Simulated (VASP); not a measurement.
A run of VASP 6.6.1 is set up as follows.

Contents of POSCAR:

```
Ca
1.0
    6.5782519384      0.0000000000      0.0000000000
   -3.2891259692      5.6969332912      0.0000000000
    0.0000000000      0.0000000000      3.9093497465
Ca
3
Direct
    0.0000000000      0.0000000000      0.0000000000
    0.3333333333      0.6666666667      0.5000000000
    0.6666666667      0.3333333333      0.5000000000
```

File INCAR.step1:

```
PREC = Accurate ; ENCUT = 550
ISMEAR = -1 ; SIGMA = 0.1
LREAL = False ; LASPH = True
NELM = 120 ; NBANDS = 22
GGA = PE ; ALGO = Normal
EDIFF = 1E-5 ; LWAVE = True
LCHARG = False ; GGA_COMPAT = False
```

Contents of INCAR.step2:

```
PREC = Accurate ; ENCUT = 550
EDIFF = 1E-6 ; ISMEAR = -1
SIGMA = 0.1 ; LREAL = False
LASPH = True ; NELM = 120
ALGO = Normal ; ISIF = 2
LWAVE = False ; LCHARG = True
METAGGA = R2SCAN ; LMIXTAU = True
LELF = True ; LVHAR = True
NBANDS = 22 ; ISTART = 1
GGA_COMPAT = False
```

Contents of KPOINTS:

```
Automatic mesh
0
Gamma
  7 7 10
```

Potentials or basis: VASP PAW PBE potentials, release 64 (Ca_sv).

Run with:

```bash
$ cat potpaw_PBE.64/Ca_sv/POTCAR > POTCAR
$ cp INCAR.step1 INCAR
$ mpirun -np 1 vasp_std > vasp.out
$ cp INCAR.step2 INCAR
$ mpirun -np 1 vasp_std > vasp.out
```

Estimate the band gap on the k mesh.

zero (bands 15 and 16 overlap by 0.75 eV).

Predict the pressure.

-1.6 GPa.

Stress tensor (GPa, compression positive):
```
-1.70  0.00  0.00
 0.00 -1.70  0.00
 0.00  0.00 -1.40
```

Caveat: the PAW data sets were made with another functional, which shifts forces and pressure a little.
